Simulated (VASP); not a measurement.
A run of VASP 6.6.1:

INCAR

```
ALGO = Normal
EDIFF = 1E-6
ENCUT = 520
GGA = PE
ISIF = 2
ISMEAR = 0
ISPIN = 2
LASPH = True
LCHARG = False
LORBIT = 11
LREAL = False
LWAVE = False
MAGMOM = 0 0 0 0 0 0 0.17 0.17 0.17 0.19 0.19 0.19 1.59
NBANDS = 72
NELM = 150
PREC = Accurate
SIGMA = 0.02
```

KPOINTS

```
k-points
0
Gamma
  3 3 3
```

POSCAR

```
Ga6N7
1.0
    0.0000000000      0.0000000000      5.2431684095
    4.8275562239     -2.7871908853      0.0000000000
   -0.0000000001      5.5743817708      0.0000000000
Ga N
6 7
Direct
    0.5114094743      0.3309171195      0.3224487043
    0.4840618881      0.0095771024      0.6605848619
    0.5017380321      0.6674381096      0.9932547937
    1.0057676176      0.0036038938      0.3328429620
    1.0247696775      0.6404281704      0.6986666359
    1.0095554036      0.3407697236      1.0409727045
    0.8801077211      0.3525993113      0.3736960747
    0.8484097119      0.0546833611      0.6796979686
    0.8667997373      0.6442155939      1.0403626931
    0.3760537229      0.0017930397      0.3224523576
    0.3817693508      0.6649066010      0.6544621032
    0.3706764399      0.3333500275      0.9966269600
   -0.1715855623     -0.0442519963     -0.1160809911
```

Potentials or basis: VASP PAW PBE potentials, release 64 (Ga_d, N).

Command:

```bash
$ cat potpaw_PBE.64/Ga_d/POTCAR potpaw_PBE.64/N/POTCAR > POTCAR
$ mpirun -np 1 vasp_std > vasp.out
```

Hardware: 1 thread of Intel Xeon 8259CL (shared host).

Estimate the wall time of this run.

Wall time 13 min on 1 thread of Intel Xeon 8259CL (shared host), peak memory 0.41 GiB. Counts: scf iterations 18, k points 14.
